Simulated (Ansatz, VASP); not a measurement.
# GeBr5 in VASP and in Ansatz

```
Ge Br
1.0
     8.12731    0.00000    0.00000
     0.00000    8.12731    0.00000
     0.00000    0.00000    3.51657
Ge Br
1 5
Direct
  0.50000 0.50000 0.50000
  0.00000 0.35054 0.50000
  0.00000 0.64946 0.50000
  0.64946 0.00000 0.50000
  0.35054 0.00000 0.50000
  0.00000 0.00000 0.50000
```

Alike in both runs: functional PBE; k mesh 6 × 6 × 12; occupations gaussian, width 0.1 eV; no spin polarisation.

Ansatz relaxed the structure, and its values are those at the end. VASP's run is a single point on that final structure, the one shown.

```csv
,VASP,Ansatz
version,VASP 6.6.1,Ansatz 0.2.0
potentials or method,"VASP PAW PBE potentials, release 64 (Ge_d, Br), cutoff 520 eV","scalar-relativistic, plane waves, PAW"
valence electrons in the cell,49,49
```

|  | VASP | Ansatz | Ansatz less VASP |
| --- | --- | --- | --- |
| gap on the k mesh at the Fermi level (eV) | none | none | - |
| pressure (GPa) | 0.0 | 0.0 | -0.01 |

A gap of «none» marks a metal or a gap that the smearing closes. The functional is the same, so the differences come from potentials, cutoffs and numerics.
